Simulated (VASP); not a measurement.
# Ru (Pm-3m) in VASP: single point with LDA

Aim: the single point of Ru with LDA.

Everything below comes from runs of VASP 6.6.1. Logs are shortened: lines on timing, memory, paths and dates and some standing lists are left out, and cuts for length are marked.

## Step 1: The cell of the first run

It takes space group Pm-3m (No. 221, cubic). The conventional cell has a = 3.187 Å, b = 3.187 Å, c = 3.187 Å, α = 90.00°, β = 90.00°, γ = 90.00°. Within 4.2 Å of Ru (site symmetry m-3m) lie 6 Ru at 3.19 Å.

## Step 2: Single point, LDA

Input file INCAR:

```
  PREC = Accurate
  ENCUT = 500
  EDIFF = 1E-6
  ISMEAR = 1
  SIGMA = 0.1
  LREAL = False
  LASPH = True
  NELM = 120
  ALGO = Normal
  ISIF = 2
  LWAVE = False
  LCHARG = True
  GGA = CA
  LELF = True
  LVHAR = True
  NBANDS = 13
  GGA_COMPAT = False
```

Input file KPOINTS:

```
regular mesh
0
Gamma
  9 9 9
```

Input file POSCAR:

```
Ru
1.0
    3.1870000000      0.0000000000      0.0000000000
    0.0000000000      3.1870000000      0.0000000000
    0.0000000000      0.0000000000      3.1870000000
Ru
1
Direct
    0.0000000000      0.0000000000      0.0000000000
```

Potentials or basis: VASP PAW LDA potentials, release 64 (Ru_pv).

Launch:

```bash
cat potpaw_LDA.64/Ru_pv/POTCAR > POTCAR
mpirun -np 1 vasp_std > vasp.out
```

OUTCAR:

```text
PREC = Accurate
   ENCUT = 500
   EDIFF = 1E-6
   ISMEAR = 1
   LREAL = False
   LASPH = True
   NELM = 120
   ISIF = 2
   GGA = CA

 ion  position               nearest neighbor table
   1  0.000  0.000  0.000-

  LATTYP: Found a simple cubic cell.
 ALAT       =     3.1870000000

  Lattice vectors:

 A1 = (   3.1870000000,   0.0000000000,   0.0000000000)
 A2 = (   0.0000000000,   3.1870000000,   0.0000000000)
 A3 = (   0.0000000000,   0.0000000000,   3.1870000000)

Analysis of symmetry for initial positions (statically):
=====================================================================
 Subroutine PRICEL returns:
 Original cell was already a primitive cell.

 Routine SETGRP: Setting up the symmetry group for a
 simple cubic supercell.

 Subroutine GETGRP returns: Found 48 space group operations
 (whereof 48 operations were pure point group operations)
 out of a pool of 48 trial point group operations.

The static configuration has the point symmetry O_h .

Analysis of symmetry for dynamics (positions and initial velocities):
=====================================================================
 Subroutine PRICEL returns:
 Original cell was already a primitive cell.

 Routine SETGRP: Setting up the symmetry group for a
 simple cubic supercell.

 Subroutine GETGRP returns: Found 48 space group operations
 (whereof 48 operations were pure point group operations)
 out of a pool of 48 trial point group operations.

The dynamic configuration has the point symmetry O_h .

 Subroutine INISYM returns: Found 48 space group operations
 (whereof 48 operations are pure point group operations),
 and found     1 'primitive' translations

----------------------------------------------------------------------------------------

                                     Primitive cell

  volume of cell :      32.3703

  direct lattice vectors                    reciprocal lattice vectors
     3.187000000  0.000000000  0.000000000     0.313774710  0.000000000  0.000000000
     0.000000000  3.187000000  0.000000000     0.000000000  0.313774710  0.000000000
     0.000000000  0.000000000  3.187000000     0.000000000  0.000000000  0.313774710

  length of vectors
     3.187000000  3.187000000  3.187000000     0.313774710  0.313774710  0.313774710

  position of ions in fractional coordinates (direct lattice)
     0.000000000  0.000000000  0.000000000

  ion indices of the primitive-cell ions
   primitive index   ion index
                 1           1

----------------------------------------------------------------------------------------

 KPOINTS: regular mesh

Automatic generation of k-mesh.
 Grid dimensions read from file:
 generate k-points for:    9    9    9

 Generating k-lattice:

  Cartesian coordinates                     Fractional coordinates (reciprocal lattice)
     0.034863857  0.000000000  0.000000000     0.111111111  0.000000000  0.000000000
     0.000000000  0.034863857  0.000000000     0.000000000  0.111111111  0.000000000
     0.000000000  0.000000000  0.034863857     0.000000000  0.000000000  0.111111111

  Length of vectors
     0.034863857  0.034863857  0.034863857

  Shift w.r.t. Gamma in fractional coordinates (k-lattice)
     0.000000000  0.000000000  0.000000000

 Subroutine IBZKPT returns following result:
 ===========================================

 Found     35 irreducible k-points:

 Following reciprocal coordinates:
            Coordinates               Weight
  0.000000  0.000000  0.000000      1.000000
  0.111111  0.000000  0.000000      6.000000
  0.222222  0.000000  0.000000      6.000000
  0.333333  0.000000  0.000000      6.000000
  0.444444  0.000000  0.000000      6.000000
  0.111111  0.111111  0.000000     12.000000
[... 16 lines left out ...]
  0.333333  0.333333  0.111111     24.000000
  0.444444  0.333333  0.111111     48.000000
 [... further k-points ...]
   k-points           NKPTS =     35   k-points in BZ     NKDIM =     35   number of bands    NBANDS=     13
   number of dos      NEDOS =    301   number of ions     NIONS =      1
   total plane-waves  NPLWV =  13824
   dimension x,y,z NGX =    24 NGY =   24 NGZ =   24
   dimension x,y,z NGXF=    48 NGYF=   48 NGZF=   48
   ions per type =               1
   NGX,Y,Z   is equivalent  to a cutoff of  12.52, 12.52, 12.52 a.u.
   NGXF,Y,Z  is equivalent  to a cutoff of  25.04, 25.04, 25.04 a.u.
 SYSTEM =  unknown system
   PREC   = accura    normal or accurate (medium, high low for compatibility)
   ISTART =      0    job   : 0-new  1-cont  2-samecut
   ICHARG =      2    charge: 1-file 2-atom 10-const
   ISPIN  =      1    spin polarized calculation?
   LNONCOLLINEAR =      F non collinear calculations
   LSORBIT =      F    spin-orbit coupling
   LASPH  =      T    aspherical Exc in radial PAW
   ENCUT  =  500.0 eV  36.75 Ry    6.06 a.u.   5.81  5.81  5.81*2*pi/ulx,y,z
   NELM   =    120;   NELMIN=  2; NELMDL= -5     # of ELM steps
   EDIFF  = 0.1E-05   stopping-criterion for ELM
   LREAL  =      F    real-space projection
   EDIFFG = 0.1E-04   stopping-criterion for IOM
   NSW    =      0    number of steps for IOM
   IBRION =     -1    ionic relax: 0-MD 1-quasi-New 2-CG
   NFREE  =      0    steps in history (QN), initial steepest desc. (CG)
   ISIF   =      2    stress and relaxation
   ISYM   =      2    0-nonsym 1-usesym 2-fastsym
   POTIM  = 0.5000    time-step for ionic-motion
   TEBEG  =    0.0;   TEEND  =   0.0 temperature during run
   PSTRESS=    0.0 pullay stress
   NELECT =      14.0000    total number of electrons
   NUPDOWN=      -1.0000    fix difference up-down
   EMIN   =  10.00;   EMAX   =-10.00  energy-range for DOS
   EFERMI =   0.00;   METHOD = LEGACY
   ISMEAR =     1;   SIGMA  =   0.10  broadening in eV -4-tet -1-fermi 0-gaus
   EFERMI_NEDOS =   21; number of points for ismear=-14 and -15
   IALGO  =     38    algorithm
   IMIX   =      4    mixing-type and parameters
     AMIX     =   0.40;   BMIX     =  1.00
     AMIX_MAG =   1.60;   BMIX_MAG =  1.00
  volume/ion in A,a.u.               =      32.37       218.45
  Fermi-wavevector in a.u.,A,eV,Ry     =   1.238042  2.339561 20.854309  1.532748
  Thomas-Fermi vector in A             =   2.372584
   LORBIT       =      0    0 simple, 1 ext, 2 COOP (PROOUT), +10 PAW based schemes
   GGA     = CA    functional components
   LHFCALC =     F    Hartree Fock is set to
   AEXX    =    0.0000 exact exchange contribution
   IVDW    =     0    specifies the selected vdW correction
   LEPSILON=     F    determine dielectric tensor
   LRPA    =     F    only Hartree local field effects (RPA)
 non-spin polarized calculation
 Methfessel and Paxton  Order N= 1 SIGMA  =   0.10
  energy-cutoff  :      500.00
  volume of cell :       32.37
 maximum number of plane-waves:       843
 NGX is ok and might be reduce to    24
   NGX = 11   NGY = 11   NGZ = 11

 number of electron      13.9999996 magnetization

 Free energy of the ion-electron system (eV)
  ---------------------------------------------------
  ext. energy  EPLUGINS =         0.00000000
  ---------------------------------------------------
  free energy    TOTEN  =        -5.87859897 eV

  energy without entropy =       -5.87681749  energy(sigma->0) =       -5.87800514

 E-fermi :   2.1173     XC(G=0):  -9.5684

 val. band max:        2.1168144229   @ k =   0.2222   0.1111   0.0000
 cond. band min:       2.1353275989   @ k =   0.3333   0.3333   0.2222
 fundamental gap:      0.0185131760
 Fermi energy:         2.1172962393

 k-point     1 :       0.0000    0.0000    0.0000
  band No.  band energies     occupation
      1     -39.6297      2.00000
      2     -39.6297      2.00000
      3     -39.6297      2.00000
      4      -1.5375      2.00000
      5       0.1747      2.00000
      6       0.1747      2.00000
      7       2.5641     -0.00000
      8       2.5641     -0.00000
      9       2.5641     -0.00000
     10      13.6613      0.00000
     11      13.6636      0.00000
     12      13.6636      0.00000
     13      13.6636      0.00000

 k-point     2 :       0.1111    0.0000    0.0000
  band No.  band energies     occupation
      1     -39.6402      2.00000
      2     -39.6289      2.00000
      3     -39.6289      2.00000
      4      -1.3362      2.00000
      5       0.2025      2.00000
      6       0.3048      2.00000
      7       2.4621     -0.00001
      8       2.4621     -0.00001
      9       2.5724     -0.00000
     10      12.1011      0.00000
     11      13.6613      0.00000
     12      13.9734      0.00000
     13      13.9734      0.00000

 k-point     3 :       0.2222    0.0000    0.0000
  band No.  band energies     occupation
      1     -39.6667      2.00000
      2     -39.6268      2.00000
      3     -39.6268      2.00000
      4      -0.8195      2.00000
      5       0.2740      2.00000
      6       0.7320      2.00000
      7       2.2176     -0.05078
      8       2.2176     -0.05078
      9       2.5935     -0.00000
     10       9.6420      0.00000
     11      13.6613      0.00000
     12      14.8212      0.00000
     13      14.8212      0.00000

 k-point     4 :       0.3333    0.0000    0.0000
  band No.  band energies     occupation
      1     -39.6967      2.00000
      2     -39.6245      2.00000
      3     -39.6245      2.00000
      4      -0.2660      2.00000
      5       0.3575      2.00000
      6       1.5794      2.00000
      7       1.9601      2.04871
      8       1.9601      2.04871
      9       2.6177     -0.00000
     10       7.3091      0.00000
     11      13.6612      0.00000
     12      15.9955      0.00000
     13      15.9955      0.00000

 k-point     5 :       0.4444    0.0000    0.0000
  band No.  band energies     occupation
      1     -39.7163      2.00000
      2     -39.6230      2.00000
      3     -39.6230      2.00000
      4       0.0489      2.00000
      5       0.4133      2.00000
      6       1.8020      2.00008
      7       1.8020      2.00008
      8       2.6335     -0.00000
      9       2.7857     -0.00000
     10       5.3826      0.00000
     11      13.6612      0.00000
     12      16.4929      0.00000
     13      17.0806      0.00000

 k-point     6 :       0.1111    0.1111    0.0000
  band No.  band energies     occupation
      1     -39.6395      2.00000
      2     -39.6392      2.00000
      3     -39.6281      2.00000
      4      -1.1340      2.00000
      5       0.2832      2.00000
      6       0.3801      2.00000
      7       2.3562     -0.00375
      8       2.4578     -0.00002
      9       2.4855     -0.00000
     10      12.3517      0.00000
     11      12.3713      0.00000
     12      13.6614      0.00000
     13      14.2842      0.00000

 k-point     7 :       0.2222    0.1111    0.0000
  band No.  band energies     occupation
      1     -39.6658      2.00000
      2     -39.6372      2.00000
      3     -39.6260      2.00000
      4      -0.6222      2.00000
      5       0.3790      2.00000
      6       0.7744      2.00000
      7       2.1168      1.00815
      8       2.2284     -0.06629
      9       2.4976     -0.00000
     10       9.8762      0.00000
     11      13.0661      0.00000
     12      13.6614      0.00000
     13      15.1367      0.00000
[... 193 lines left out ...]
 k-point    20 :       0.2222    0.2222    0.1111
  band No.  band energies     occupation
      1     -39.6631      2.00000
      2     -39.6623      2.00000
      3     -39.6343      2.00000
      4       0.0420      2.00000
      5       0.7362      2.00000
      6       1.0063      2.00000
      7       1.9279      2.02219
      8       2.1643      0.29370
      9       2.2003      0.00548
     10      10.4699      0.00000
     11      11.0754      0.00000
     12      13.6611      0.00000
     13      13.9950      0.00000

 k-point    21 :       0.3333    0.2222    0.1111
  band No.  band energies     occupation
      1     -39.6925      2.00000
      2     -39.6602      2.00000
      3     -39.6320      2.00000
      4       0.4180      2.00000
      5       0.8549      2.00000
      6       1.3007      2.00000
      7       1.7834      2.00002
      8       2.1730      0.20035
      9       2.5921     -0.00000
     10       8.2551      0.00000
     11      11.8407      0.00000
     12      13.6613      0.00000
     13      14.9485      0.00000

 k-point    22 :       0.4444    0.2222    0.1111
  band No.  band energies     occupation
      1     -39.7119      2.00000
      2     -39.6585      2.00000
      3     -39.6304      2.00000
      4       0.6303      2.00000
      5       0.8736      2.00000
      6       1.2625      2.00000
      7       1.6307      2.00000
      8       2.2160     -0.04755
      9       4.0485     -0.00000
     10       6.0368      0.00000
     11      13.0620      0.00000
     12      13.6615      0.00000
     13      14.7853      0.00000

 k-point    23 :       0.3333    0.3333    0.1111
  band No.  band energies     occupation
      1     -39.6901      2.00000
      2     -39.6895      2.00000
      3     -39.6296      2.00000
      4       0.5463      2.00000
      5       0.7524      2.00000
      6       1.7749      2.00001
      7       1.8069      2.00010
      8       2.0985      1.31264
      9       3.2280     -0.00000
     10       8.3799      0.00000
     11      10.1825      0.00000
     12      13.6613      0.00000
     13      14.5638      0.00000

 k-point    24 :       0.4444    0.3333    0.1111
  band No.  band energies     occupation
      1     -39.7091      2.00000
      2     -39.6880      2.00000
      3     -39.6281      2.00000
      4       0.4742      2.00000
      5       0.7720      2.00000
      6       1.6831      2.00000
      7       1.8398      2.00062
      8       2.3350     -0.00866
      9       4.6858      0.00000
     10       6.6274      0.00000
     11      10.7249      0.00000
     12      12.9296      0.00000
     13      13.6614      0.00000

 [... further k-points ...]
[... 5 lines left out ...]
  --------------------------------------------------------------------------------------
  -------------------------------------------------------------------------------------
  Total       -5.9880413     -5.9880413     -5.9880413     -0.0000000      0.0000000     -0.0000000
  in kB     -296.3801938   -296.3801938   -296.3801938     -0.0000000      0.0000000     -0.0000000
  external PRESSURE =    -296.3801938 kB  Pullay stress =       0.0000000 kB

 VOLUME and BASIS-vectors are now :
 -----------------------------------------------------------------------------
  energy-cutoff  :      500.00
  volume of cell :       32.37
      direct lattice vectors                 reciprocal lattice vectors
     3.187000000  0.000000000  0.000000000     0.313774710  0.000000000  0.000000000
     0.000000000  3.187000000  0.000000000     0.000000000  0.313774710  0.000000000
     0.000000000  0.000000000  3.187000000     0.000000000  0.000000000  0.313774710

 POSITION                                       TOTAL-FORCE (eV/Angst)
 -----------------------------------------------------------------------------------
      0.00000      0.00000      0.00000         0.000000      0.000000      0.000000
 -----------------------------------------------------------------------------------
    total drift:                                0.000000     -0.000000      0.000000

  FREE ENERGIE OF THE ION-ELECTRON SYSTEM (eV)
  ---------------------------------------------------
  free  energy   TOTEN  =        -5.8785989701 eV

  energy  without entropy=       -5.8768174939  energy(sigma->0) =       -5.87800514
```

It took 4.6 s on 1 thread of Intel Xeon Platinum 8488C (Sapphire Rapids), shared host; peak memory 0.13 GiB.

Results:

- Free energy: -5.8786 eV
- Pressure: -29.6 GPa
- Band gap on the k mesh: zero (band 7 reaches 3.07 eV, above the bottom of band 8 at 1.87 eV)
